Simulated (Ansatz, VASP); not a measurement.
## Two plane-wave programs on Cu

```
Cu
1.0
    -1.44509    1.44509    1.36001
     1.44509   -1.44509    1.36001
     2.89018    2.89018    0.00000
Cu
2
Direct
  0.00000 0.00000 0.00000
  0.50000 0.50000 0.50000
```

Alike in both runs: task single point; functional PBEsol; k mesh 26 × 26 × 14; occupations gaussian, width 0.15 eV; no spin polarisation.

|  | VASP | Ansatz |
| --- | --- | --- |
| version | VASP 6.6.1 | Ansatz 0.2.0 |
| potentials or method | VASP PAW PBE potentials, release 64 (Cu), cutoff 520 eV | scalar-relativistic, plane waves, PAW |
| valence electrons in the cell | 22 | 38 |

|  | VASP | Ansatz | Ansatz less VASP |
| --- | --- | --- | --- |
| gap on the k mesh at the Fermi level (eV) | none | none | - |
| pressure (GPa) | 1.2 | 0.0 | -1.16 |
| traceless stress, the component that is largest in VASP (GPa) | 0.07 | 0.09 | +0.015 |

VASP's potentials were made for PBE, not for PBEsol. A gap of «none» marks a metal or a gap that the smearing closes. With one functional, cell and mesh, what is left measures potentials, basis and numerics. VASP's potentials hold 22 valence electrons a cell and Ansatz's 38, so a difference there can come from the potentials and not from the codes.
